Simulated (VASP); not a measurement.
Here is a VASP 6.6.1 calculation.

INCAR

```
PREC = Accurate ; ENCUT = 690
EDIFF = 1E-6 ; ISMEAR = -1
SIGMA = 0.05 ; LREAL = False
LASPH = True ; NELM = 200
ALGO = Normal ; ISIF = 2
LWAVE = False ; LCHARG = True
ISPIN = 2 ; MAGMOM = 4 2
LORBIT = 11 ; NUPDOWN = 6.0
LMAXMIX = 4 ; GGA = PS
LELF = True ; LVHAR = True
NBANDS = 26 ; GGA_COMPAT = False
```

Contents of KPOINTS:

```
regular mesh
0
Gamma
  8 8 8
```

The input POSCAR:

```
TiCo
1.0
    2.9861109900      0.0000000000      0.0000000000
    0.0000000000      2.9861109900      0.0000000000
    0.0000000000      0.0000000000      2.9861109900
Co Ti
1 1
Direct
    0.5000000000      0.5000000000      0.5000000000
    0.0000000000      0.0000000000      0.0000000000
```

Potentials or basis: VASP PAW PBE potentials, release 64 (Co_sv, Ti_sv).

Launch:

```bash
$ cat potpaw_PBE.64/Co_sv/POTCAR potpaw_PBE.64/Ti_sv/POTCAR > POTCAR
$ mpirun -np 1 vasp_std > vasp.out
```

Problem. Predict the pressure.

Solution. 36.8 GPa.

Caveat: the cell stands under pressure; the PAW data sets were made with another functional, which shifts forces and pressure a little; the total moment is fixed, so each spin has its own Fermi level and the state may be an excited one.
